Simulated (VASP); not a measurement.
# SnO (Romarchite) (P4/nmm) in VASP: a series of runs

The runs below take SnO (Romarchite) through single point, relaxation of cell and atoms, with PBE+D3(BJ).

Everything below comes from runs of VASP 6.6.1. Logs are shortened: lines on timing, memory, paths and dates and some standing lists are left out, and cuts for length are marked.

### Step 1. The cell of the first run

It takes space group P4/nmm (No. 129, tetragonal). The conventional cell has a = 3.837 Å, b = 3.837 Å, c = 4.759 Å, α = 90.00°, β = 90.00°, γ = 90.00°. Sn (site symmetry 4mm) has 4 O at 2.24 Å within 3.0 Å. Within 3.0 Å of O (site symmetry -4m2) lie 4 Sn at 2.24 Å and 4 O at 2.71 Å.

### Step 2. Single point, PBE+D3(BJ)

Input file INCAR:

```
ALGO = Normal ; EDIFF = 1E-6
ENCUT = 520 ; GGA = PE
ISIF = 2 ; ISMEAR = 0
IVDW = 12 ; LASPH = T
LCHARG = F ; LREAL = F
LWAVE = F ; NBANDS = 28
NELM = 100 ; PREC = Accurate
SIGMA = 0.1
```

Input file KPOINTS:

```
k-points
0
Gamma
  12 12 10
```

Input file POSCAR:

```
SnO
1.0
    3.8365550857      0.0000000000      0.0000000000
    0.0000000000      3.8365550857      0.0000000000
    0.0000000000      0.0000000000      4.7594503434
Sn O
2 2
Direct
    0.5000000000      0.0000000000      0.2434679936
    0.0000000000      0.5000000000      0.7565320064
    0.0000000000      0.0000000000      0.0000000000
    0.5000000000      0.5000000000      0.0000000000
```

Potentials or basis: VASP PAW PBE potentials, release 64 (Sn_d, O).

Run with:

```bash
$ cat potpaw_PBE.64/Sn_d/POTCAR potpaw_PBE.64/O/POTCAR > POTCAR
$ mpirun -np 1 vasp_std > vasp.out
```

OUTCAR:

```text
EDIFF = 1E-6
   ENCUT = 520
   GGA = PE
   ISIF = 2
   ISMEAR = 0
   IVDW = 12
   LASPH = T
   LREAL = F
   NELM = 100
   PREC = Accurate
 IVDW          = 12

 ion  position               nearest neighbor table
   1  0.500  0.000  0.243-   3 2.24   4 2.24   4 2.24   3 2.24   2 3.57   2 3.57   2 3.57   2 3.57
                             2 3.65   2 3.65   2 3.65   2 3.65
   2  0.000  0.500  0.757-   3 2.24   4 2.24   3 2.24   4 2.24   1 3.57   1 3.57   1 3.57   1 3.57
                             1 3.65   1 3.65   1 3.65   1 3.65
   3  0.000  0.000  0.000-   1 2.24   2 2.24   2 2.24   1 2.24
   4  0.500  0.500  0.000-   1 2.24   2 2.24   1 2.24   2 2.24

  LATTYP: Found a simple tetragonal cell.
 ALAT       =     3.8365550857
 C/A-ratio  =     1.2405531100

  Lattice vectors:

 A1 = (   3.8365550857,   0.0000000000,   0.0000000000)
 A2 = (   0.0000000000,   3.8365550857,   0.0000000000)
 A3 = (   0.0000000000,   0.0000000000,   4.7594503434)

Analysis of symmetry for initial positions (statically):
=====================================================================
 Subroutine PRICEL returns:
 Original cell was already a primitive cell.

 Routine SETGRP: Setting up the symmetry group for a
 simple tetragonal supercell.

 Subroutine GETGRP returns: Found 16 space group operations
 (whereof  8 operations were pure point group operations)
 out of a pool of 16 trial point group operations.

The static configuration has the point symmetry D_2d.
 The point group associated with its full space group is D_4h.

Analysis of symmetry for dynamics (positions and initial velocities):
=====================================================================
 Subroutine PRICEL returns:
 Original cell was already a primitive cell.

 Routine SETGRP: Setting up the symmetry group for a
 simple tetragonal supercell.

 Subroutine GETGRP returns: Found 16 space group operations
 (whereof  8 operations were pure point group operations)
 out of a pool of 16 trial point group operations.

The dynamic configuration has the point symmetry D_2d.
 The point group associated with its full space group is D_4h.

 Subroutine INISYM returns: Found 16 space group operations
 (whereof  8 operations are pure point group operations),
 and found     1 'primitive' translations

----------------------------------------------------------------------------------------

                                     Primitive cell

  volume of cell :      70.0551

  direct lattice vectors                    reciprocal lattice vectors
     3.836555086  0.000000000  0.000000000     0.260650500  0.000000000  0.000000000
     0.000000000  3.836555086  0.000000000     0.000000000  0.260650500  0.000000000
     0.000000000  0.000000000  4.759450343     0.000000000  0.000000000  0.210108296

  length of vectors
     3.836555086  3.836555086  4.759450343     0.260650500  0.260650500  0.210108296

  position of ions in fractional coordinates (direct lattice)
     0.500000000  0.000000000  0.243467994
     0.000000000  0.500000000  0.756532006
     0.000000000  0.000000000  0.000000000
     0.500000000  0.500000000  0.000000000

  ion indices of the primitive-cell ions
   primitive index   ion index
                 1           1
                 2           2
                 3           3
                 4           4

----------------------------------------------------------------------------------------

 KPOINTS: k-points

Automatic generation of k-mesh.
 Grid dimensions read from file:
 generate k-points for:   12   12   10

 Generating k-lattice:

  Cartesian coordinates                     Fractional coordinates (reciprocal lattice)
     0.021720875  0.000000000  0.000000000     0.083333333  0.000000000  0.000000000
     0.000000000  0.021720875  0.000000000     0.000000000  0.083333333  0.000000000
     0.000000000  0.000000000  0.021010830     0.000000000  0.000000000  0.100000000

  Length of vectors
     0.021720875  0.021720875  0.021010830

  Shift w.r.t. Gamma in fractional coordinates (k-lattice)
     0.000000000  0.000000000  0.000000000

 Subroutine IBZKPT returns following result:
 ===========================================

 Found    168 irreducible k-points:

 Following reciprocal coordinates:
            Coordinates               Weight
  0.000000  0.000000  0.000000      1.000000
  0.083333  0.000000  0.000000      4.000000
  0.166667  0.000000  0.000000      4.000000
  0.250000  0.000000  0.000000      4.000000
  0.333333  0.000000  0.000000      4.000000
  0.416667  0.000000  0.000000      4.000000
[... 16 lines left out ...]
  0.333333  0.333333  0.000000      4.000000
  0.416667  0.333333  0.000000      8.000000
 [... further k-points ...]
   k-points           NKPTS =    168   k-points in BZ     NKDIM =    168   number of bands    NBANDS=     28
   number of dos      NEDOS =    301   number of ions     NIONS =      4
   total plane-waves  NPLWV =  32400
   dimension x,y,z NGX =    30 NGY =   30 NGZ =   36
   dimension x,y,z NGXF=    60 NGYF=   60 NGZF=   72
   ions per type =               2   2
   NGX,Y,Z   is equivalent  to a cutoff of  13.00, 13.00, 12.57 a.u.
   NGXF,Y,Z  is equivalent  to a cutoff of  26.00, 26.00, 25.15 a.u.
 SYSTEM =  unknown system
   PREC   = accura    normal or accurate (medium, high low for compatibility)
   ISTART =      0    job   : 0-new  1-cont  2-samecut
   ICHARG =      2    charge: 1-file 2-atom 10-const
   ISPIN  =      1    spin polarized calculation?
   LNONCOLLINEAR =      F non collinear calculations
   LSORBIT =      F    spin-orbit coupling
   LASPH  =      T    aspherical Exc in radial PAW
   ENCUT  =  520.0 eV  38.22 Ry    6.18 a.u.   7.13  7.13  8.85*2*pi/ulx,y,z
   NELM   =    100;   NELMIN=  2; NELMDL= -5     # of ELM steps
   EDIFF  = 0.1E-05   stopping-criterion for ELM
   LREAL  =      F    real-space projection
[... 7 lines left out ...]
   TEBEG  =    0.0;   TEEND  =   0.0 temperature during run
   PSTRESS=    0.0 pullay stress
   NELECT =      40.0000    total number of electrons
   NUPDOWN=      -1.0000    fix difference up-down
   EMIN   =  10.00;   EMAX   =-10.00  energy-range for DOS
   EFERMI =   0.00;   METHOD = LEGACY
   ISMEAR =     0;   SIGMA  =   0.10  broadening in eV -4-tet -1-fermi 0-gaus
   EFERMI_NEDOS =   21; number of points for ismear=-14 and -15
   IALGO  =     38    algorithm
   IMIX   =      4    mixing-type and parameters
     AMIX     =   0.40;   BMIX     =  1.00
     AMIX_MAG =   1.60;   BMIX_MAG =  1.00
  volume/ion in A,a.u.               =      17.51       118.19
  Fermi-wavevector in a.u.,A,eV,Ry     =   1.358152  2.566534 25.096979  1.844576
  Thomas-Fermi vector in A             =   2.485009
   LORBIT       =      0    0 simple, 1 ext, 2 COOP (PROOUT), +10 PAW based schemes
   GGA     = PE    functional components
   LHFCALC =     F    Hartree Fock is set to
   AEXX    =    0.0000 exact exchange contribution
   IVDW    =    12    specifies the selected vdW correction
   LEPSILON=     F    determine dielectric tensor
   LRPA    =     F    only Hartree local field effects (RPA)
 non-spin polarized calculation
 Gauss-broadening in eV      SIGMA  =   0.10
  energy-cutoff  :      520.00
  volume of cell :       70.06
 maximum number of plane-waves:      1912
 NGX is ok and might be reduce to    30
   NGX = 15   NGY = 15   NGZ = 17

 number of electron      40.0000015 magnetization

 Free energy of the ion-electron system (eV)
  ---------------------------------------------------
  ext. energy  EPLUGINS =         0.00000000
  ---------------------------------------------------
  free energy    TOTEN  =       -22.68918639 eV

  energy without entropy =      -22.68870301  energy(sigma->0) =      -22.68894470

 E-fermi :   7.1677     XC(G=0): -10.2781

 val. band max:        7.0987880290   @ k =   0.0833   0.0000   0.0000
 cond. band min:       7.2583102197   @ k =   0.5000   0.5000   0.1000
 fundamental gap:      0.1595221906
 Fermi energy:         7.1676654638

 k-point     1 :       0.0000    0.0000    0.0000
  band No.  band energies     occupation
      1     -14.8304      2.00000
      2     -14.4379      2.00000
      3     -14.4379      2.00000
      4     -14.4287      2.00000
      5     -14.3986      2.00000
      6     -14.3900      2.00000
[... 20 lines left out ...]
     27      13.7721      0.00000
     28      14.1807      0.00000

 k-point     2 :       0.0833    0.0000    0.0000
  band No.  band energies     occupation
      1     -14.8264      2.00000
      2     -14.4367      2.00000
      3     -14.4361      2.00000
      4     -14.4275      2.00000
      5     -14.3989      2.00000
      6     -14.3875      2.00000
[... 20 lines left out ...]
     27      13.8896      0.00000
     28      14.7350      0.00000

 k-point     3 :       0.1667    0.0000    0.0000
  band No.  band energies     occupation
      1     -14.8148      2.00000
      2     -14.4391      2.00000
      3     -14.4329      2.00000
      4     -14.4306      2.00000
      5     -14.3995      2.00000
      6     -14.3948      2.00000
[... 20 lines left out ...]
     27      14.0218      0.00000
     28      15.9730      0.00000

 k-point     4 :       0.2500    0.0000    0.0000
  band No.  band energies     occupation
      1     -14.7966      2.00000
      2     -14.5020      2.00000
      3     -14.4265      2.00000
      4     -14.4224      2.00000
      5     -14.4000      2.00000
      6     -14.3986      2.00000
[... 20 lines left out ...]
     27      14.2149      0.00000
     28      17.3078      0.00000

 k-point     5 :       0.3333    0.0000    0.0000
  band No.  band energies     occupation
      1     -14.7719      2.00000
      2     -14.5756      2.00000
      3     -14.4180      2.00000
      4     -14.4127      2.00000
      5     -14.4000      2.00000
      6     -14.3952      2.00000
[... 20 lines left out ...]
     27      14.4841      0.00000
     28      17.1536      0.00000

 k-point     6 :       0.4167    0.0000    0.0000
  band No.  band energies     occupation
      1     -14.7393      2.00000
      2     -14.6420      2.00000
      3     -14.4089      2.00000
      4     -14.4043      2.00000
      5     -14.3995      2.00000
      6     -14.3958      2.00000
[... 463 lines left out ...]
      5     -14.4009      2.00000
      6     -14.3950      2.00000
[... 20 lines left out ...]
     27      14.7253      0.00000
     28      15.3574      0.00000

 k-point    22 :       0.5000    0.2500    0.0000
  band No.  band energies     occupation
      1     -14.7335      2.00000
      2     -14.7335      2.00000
      3     -14.4042      2.00000
      4     -14.4042      2.00000
      5     -14.4006      2.00000
      6     -14.4006      2.00000
[... 20 lines left out ...]
     27      15.0160      0.00000
     28      15.0160      0.00000

 k-point    23 :       0.3333    0.3333    0.0000
  band No.  band energies     occupation
      1     -14.7735      2.00000
      2     -14.6929      2.00000
      3     -14.4111      2.00000
      4     -14.4085      2.00000
      5     -14.4022      2.00000
      6     -14.3878      2.00000
[... 20 lines left out ...]
     27      14.3185      0.00000
     28      15.4158      0.00000

 k-point    24 :       0.4167    0.3333    0.0000
  band No.  band energies     occupation
      1     -14.7678      2.00000
      2     -14.7280      2.00000
      3     -14.4106      2.00000
      4     -14.4072      2.00000
      5     -14.3980      2.00000
      6     -14.3845      2.00000
[... 20 lines left out ...]
     27      14.6495      0.00000
     28      15.0646      0.00000

 [... further k-points ...]

------------------------ aborting loop because EDIFF is reached ----------------------------------------

 Edisp (eV)   -0.93954

 E8    (eV) :    -0.4077

  FORCE on cell =-STRESS in cart. coord.  units (eV):
  Direction    XX          YY          ZZ          XY          YZ          ZX
  --------------------------------------------------------------------------------------
  -------------------------------------------------------------------------------------
  Total       0.09869     0.09869     0.09229     0.00000     0.00000     0.00000
  in kB       2.25702     2.25702     2.11075     0.00000     0.00000     0.00000
  external pressure =        2.21 kB  Pullay stress =        0.00 kB

 VOLUME and BASIS-vectors are now :
 -----------------------------------------------------------------------------
  energy-cutoff  :      520.00
  volume of cell :       70.06
      direct lattice vectors                 reciprocal lattice vectors
     3.836555086  0.000000000  0.000000000     0.260650500  0.000000000  0.000000000
     0.000000000  3.836555086  0.000000000     0.000000000  0.260650500  0.000000000
     0.000000000  0.000000000  4.759450343     0.000000000  0.000000000  0.210108296

 POSITION                                       TOTAL-FORCE (eV/Angst)
 -----------------------------------------------------------------------------------
      1.91828      0.00000      1.15877        -0.000000      0.000000      0.074610
      0.00000      1.91828      3.60068         0.000000     -0.000000     -0.074610
      0.00000      0.00000      0.00000         0.000000      0.000000     -0.000000
      1.91828      1.91828      0.00000        -0.000000     -0.000000     -0.000000
 -----------------------------------------------------------------------------------
    total drift:                                0.000000      0.000000     -0.000000

  FREE ENERGIE OF THE ION-ELECTRON SYSTEM (eV)
  ---------------------------------------------------
  free  energy   TOTEN  =       -23.6287293658 eV

  energy  without entropy=      -23.6282459888  energy(sigma->0) =      -23.62848768
```

It took 7.8 min on 1 thread of AMD EPYC 7R13, shared host; peak memory 0.35 GiB.

What came out:

| Item | Value |
| --- | --- |
| Free energy | -23.6287 eV |
| Pressure | 0.2 GPa |
| Largest force | 0.075 eV/Å |
| Band gap on the k mesh | zero (filled and empty bands overlap) |
| Dispersion energy per atom | -0.235 eV |

Forces on the atoms (eV/Å):
```
Sn   0.000  0.000  0.075
Sn   0.000  0.000 -0.075
O    0.000  0.000  0.000
O    0.000  0.000  0.000
```

Caveat: spin-orbit coupling is left out, which moves the levels of the heavy elements; pairwise dispersion overbinds metals, which lowers pressure and volume.

(Continued in part 2 of 2.)
